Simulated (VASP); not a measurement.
# Si: single point with r2SCAN

The system is Si.

```xyz
2
Lattice="0.0000 2.7221 2.7221 2.7221 0.0000 2.7221 2.7221 2.7221 0.0000" Properties=species:S:1:pos:R:3 pbc="T T T"
Si    0.0000    0.0000    0.0000
Si    1.3611    1.3611    1.3611
```

```yaml
Program: VASP 6.6.1
Task: single point
Functional: r2SCAN
Potentials_or_basis: VASP PAW PBE potentials, release 64 (Si)
Cutoff: 550 eV
k_mesh: 8 × 8 × 8
Occupations: gaussian, width 0.01 eV
Spin: no spin polarisation
Dipole_correction: no
Further_INCAR_settings: ALGO = Normal; EDIFF = 1e-06; NBANDS = 11
```

- Pressure: -0.2 GPa
- Band gap on the k mesh: 0.83 eV, indirect (least direct gap 2.75 eV)

Levels at points of the mesh, in eV from the valence-band top:
| k point | band 1 | band 2 | band 3 | band 4 | band 5 | band 6 | band 7 | band 8 |
| --- | --- | --- | --- | --- | --- | --- | --- | --- |
| (0.00, 0.00, 0.00) | -12.47 | 0.00 | 0.00 | 0.00 | 2.75 | 2.75 | 2.75 | 3.90 |
| (0.50, 0.00, 0.00) | -10.04 | -7.23 | -1.27 | -1.27 | 1.86 | 3.59 | 3.59 | 8.33 |
| (0.50, 0.50, 0.00) | -8.13 | -8.13 | -2.99 | -2.99 | 0.93 | 0.93 | 10.81 | 10.81 |

Run time: 55 s on 1 thread of Intel Xeon 6975P-C, on a shared host, peak memory 0.16 GiB.

Caveat: the PAW data sets were made with another functional, which shifts forces and pressure a little. r2SCAN opens gaps a little over a GGA but as a rule still falls short of measured ones.
